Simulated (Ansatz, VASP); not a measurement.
# Two plane-wave programs on ZnS

The input INCAR:

```
PREC = Accurate ; ENCUT = 520
EDIFF = 1E-6 ; ISMEAR = 0
SIGMA = 0.05 ; LREAL = False
LASPH = True ; NELM = 100
ALGO = Normal ; ISIF = 2
LWAVE = False ; LCHARG = False
GGA = PS ; NBANDS = 66
```

The input KPOINTS:

```
regular mesh
0
Gamma
  9 9 2
```

POSCAR

```
ZnS
1.0
    3.7202335699      0.0000000000      0.0000000000
   -1.8601167849      3.2218167795      0.0000000000
    0.0000000000      0.0000000000     19.2295152993
Zn S
6 6
Direct
    0.0000000000      0.0000000000      0.0000277175
    0.0000000000      0.0000000000      0.5000277175
    0.3333333333      0.6666666667      0.1817880780
    0.6666666667      0.3333333333      0.6817880780
    0.6666666667      0.3333333333      0.3332753580
    0.3333333333      0.6666666667      0.8332753580
    0.0000000000      0.0000000000      0.1251125986
    0.0000000000      0.0000000000      0.6251125986
    0.3333333333      0.6666666667      0.2916367831
    0.6666666667      0.3333333333      0.7916367831
    0.6666666667      0.3333333333      0.4581259436
    0.3333333333      0.6666666667      0.9581259436
```

Input for Ansatz:

```yaml
crystal:
  lattice:
    - [3.7202335699, 0.0, 0.0]
    - [-1.8601167849, 3.2218167795, 0.0]
    - [0.0, 0.0, 19.2295152993]
  atoms:
    - { symbol: Zn, position: [0.0, 0.0, 2.77175e-05] }
    - { symbol: Zn, position: [0.0, 0.0, 0.5000277175] }
    - { symbol: Zn, position: [0.3333333333, 0.6666666667, 0.181788078] }
    - { symbol: Zn, position: [0.6666666667, 0.3333333333, 0.681788078] }
    - { symbol: Zn, position: [0.6666666667, 0.3333333333, 0.333275358] }
    - { symbol: Zn, position: [0.3333333333, 0.6666666667, 0.833275358] }
    - { symbol: S, position: [0.0, 0.0, 0.1251125986] }
    - { symbol: S, position: [0.0, 0.0, 0.6251125986] }
    - { symbol: S, position: [0.3333333333, 0.6666666667, 0.2916367831] }
    - { symbol: S, position: [0.6666666667, 0.3333333333, 0.7916367831] }
    - { symbol: S, position: [0.6666666667, 0.3333333333, 0.4581259436] }
    - { symbol: S, position: [0.3333333333, 0.6666666667, 0.9581259436] }
basis:
  ecutwfc: 520.0
kpoints:
  mp_grid: { grid: [9, 9, 2] }
hamiltonian:
  xc: pbesol
scf:
  occupations: { method: gaussian, width: 0.05 }
output:
  forces: true
  stress: true
  eigenvalues: true
```

Alike in both runs: task single point; functional PBEsol; k mesh 9 × 9 × 2; occupations gaussian, width 0.05 eV; no spin polarisation.

|  | VASP | Ansatz |
| --- | --- | --- |
| version | VASP 6.6.1 | Ansatz 0.2.0 |
| potentials or method | VASP PAW PBE potentials, release 64 (Zn, S), cutoff 520 eV | scalar-relativistic, plane waves, PAW |
| valence electrons in the cell | 108 | 108 |

```tsv
	VASP	Ansatz	Ansatz less VASP
gap on the k mesh at the Fermi level (eV)	1.55	1.55	+0.003
least direct gap on the mesh (eV)	1.55	1.55	+0.003
pressure (GPa)	0.8	0.6	-0.18
traceless stress, the component that is largest in VASP (GPa)	-1.40	-1.40	-0.009
rms of the force components (eV/Å)	0.850	0.843	-0.0074
```

VASP's potentials were made for PBE, not for PBEsol. Atom by atom the forces differ by 0.008 eV/Å (rms over components).
